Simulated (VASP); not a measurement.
Wanted: the native input for a VASP 6.6.1 run.

| Item | Value |
| --- | --- |
| Task | single point |
| Functional | PBE |
| Potentials or basis | VASP PAW PBE potentials, release 64 (Ti_sv, Al) |
| Cutoff | 520 eV |
| k mesh | 15 × 15 × 6 |
| Occupations | gaussian, width 0.15 eV |
| Spin | no spin polarisation |
| Dipole correction | no |
| Further INCAR settings | ALGO = Fast; EDIFF = 1e-07; NBANDS = 28 |

The structure of Ti3Al lies in POSCAR:

```
Ti3Al
1.0
    2.9297375378      0.0000000000      0.0000000000
   -1.4648687689      2.5372271341      0.0000000000
    0.0000000000      0.0000000000      9.2315308735
Ti Al
3 1
Direct
    0.6179061183      0.4665496290      0.0000000000
    0.3487288827      0.6246052435      0.7504575700
    0.3487288827      0.6246052435      0.2495424300
    0.6985456363      0.2462383685      0.5000000000
```

This cell differs from its parent crystal: atoms displaced along several vibrational modes.

One way to write it, as run:

INCAR

```
SYSTEM = Ti3Al
ALGO = Fast ; EDIFF = 1E-7
ENCUT = 520 ; GGA = PE
ISIF = 2 ; ISMEAR = 0
LASPH = .TRUE. ; LCHARG = .TRUE.
LELF = .TRUE. ; LREAL = .FALSE.
LVHAR = .TRUE. ; LWAVE = .FALSE.
NBANDS = 28 ; NELM = 60
PREC = Accurate ; SIGMA = 0.15
```

KPOINTS

```
k-points
0
G
  15 15 6
  0 0 0
```

Potentials or basis: VASP PAW PBE potentials, release 64 (Ti_sv, Al).

Launch:

```bash
$ cat potpaw_PBE.64/Ti_sv/POTCAR potpaw_PBE.64/Al/POTCAR > POTCAR
$ mpirun -np 1 vasp_std > vasp.out
```

It gave:

- Pressure: -0.8 GPa
- Largest force: 1.018 eV/Å
- Band gap on the k mesh: zero (an odd number of electrons rules out a gap without spin polarisation)

Caveat: the cell differs from its parent crystal (atoms displaced along several vibrational modes); forces of over 1 eV/Å act on the atoms, so gaps and moduli don't describe the material at rest.

Run time: 28 min on 1 thread of Intel(R) Xeon(R) 6975P-C (Granite Rapids), with other jobs on the host, peak memory 0.76 GiB.
